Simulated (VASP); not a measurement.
## ReSbN: single point with LDA+U

The system is ReSbN.

```
Re Sb N
1.0
     3.36765    0.00000    0.00000
     0.00000    3.36765    0.00000
     0.00000    0.00000    8.36809
Re Sb N
2 2 2
Direct
  0.00000 0.50000 0.87173
  0.50000 0.00000 0.12827
  0.00000 0.50000 0.33485
  0.50000 0.00000 0.66515
  0.00000 0.00000 0.00000
  0.50000 0.50000 0.00000
```

```json
{"Program": "VASP 6.6.1", "Task": "single point", "Functional": "LDA", "Potentials or basis": "VASP PAW LDA potentials, release 64 (Re, Sb, N)", "Cutoff": "520 eV", "k mesh": "8 × 8 × 3", "Occupations": "fermi-dirac, width 0.05 eV", "Spin": "no spin polarisation", "Hubbard terms": "Re d U = 3.0 eV", "Dipole correction": "no", "Further INCAR settings": "ALGO = Normal; EDIFF = 1e-06; NBANDS = 26"}
```

```json
{
 "Pressure": "2.1 GPa",
 "Largest force": "0.498 eV/Å",
 "Band gap on the k mesh": "zero (band 17 reaches 9.38 eV, above the bottom of band 18 at 7.20 eV)"
}
```

Forces on the atoms (eV/Å):
```
Re   0.000  0.000 -0.498
Re   0.000  0.000  0.498
Sb   0.000  0.000  0.042
Sb   0.000  0.000 -0.042
N    0.000  0.000  0.000
N    0.000  0.000  0.000
```

Stress tensor (GPa, compression positive):
```
2.38 0.00 0.00
0.00 2.38 0.00
0.00 0.00 1.62
```

Levels at points of the mesh, in eV from the Fermi level:
| k point | band 14 | band 15 | band 16 | band 17 | band 18 | band 19 | band 20 | band 21 |
| --- | --- | --- | --- | --- | --- | --- | --- | --- |
| (0.00, 0.00, 0.00) | -0.58 | 0.28 | 0.55 | 0.55 | 1.74 | 1.94 | 1.98 | 1.98 |
| (0.50, 0.00, 0.00) | -1.92 | -1.34 | -1.34 | 0.17 | 0.17 | 2.96 | 2.96 | 3.81 |
| (0.50, 0.50, 0.00) | -2.87 | -1.87 | -1.87 | -0.69 | -0.69 | 1.50 | 1.50 | 2.78 |

Eigenvalues of the final occupation matrices:
```tsv
site	spin	trace	eigenvalues
site 1 d	1	2.88	0.37 0.43 0.43 0.81 0.84
site 1 d	2	2.88	0.37 0.43 0.43 0.81 0.84
site 2 d	1	2.88	0.37 0.43 0.43 0.81 0.84
site 2 d	2	2.88	0.37 0.43 0.43 0.81 0.84
```

Run time: 100 s on 1 thread of Intel(R) Xeon(R) 6975P-C (Granite Rapids), with other jobs on the host, peak memory 0.23 GiB.

Caveat: spin-orbit coupling is left out, which moves the levels of the heavy elements; U without spin polarisation on a metal has little footing.
